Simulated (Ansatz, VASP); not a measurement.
P in VASP and in Ansatz

```
CELL_PARAMETERS angstrom
4.16608 0.00000 0.00000
0.00000 4.16608 0.00000
0.00000 0.00000 4.59690
ATOMIC_POSITIONS crystal
P 0.00000 0.00000 0.00000
```

Change from the starting cell: strain -0.025 along x and y, +0.050 along z, atoms carried along.

Alike in both runs: task single point; functional r2SCAN; k mesh 12 × 12 × 12; occupations gaussian, width 0.15 eV; no spin polarisation.

|  | VASP | Ansatz |
| --- | --- | --- |
| version | VASP 6.6.1 | Ansatz 0.2.0 |
| potentials or method | VASP PAW PBE potentials, release 64 (P), cutoff 520 eV | scalar-relativistic, plane waves, PAW |
| valence electrons in the cell | 5 | 5 |

```tsv
	VASP	Ansatz	Ansatz less VASP
gap on the k mesh at the Fermi level (eV)	none	none	-
pressure (GPa)	-4.0	-4.0	0.00
traceless stress, the component that is largest in VASP (GPa)	1.13	1.13	+0.001
```

VASP's potentials were made for PBE, not for r2SCAN. A gap of «none» marks a metal or a gap that the smearing closes. The functional is the same, so the differences come from potentials, cutoffs and numerics.
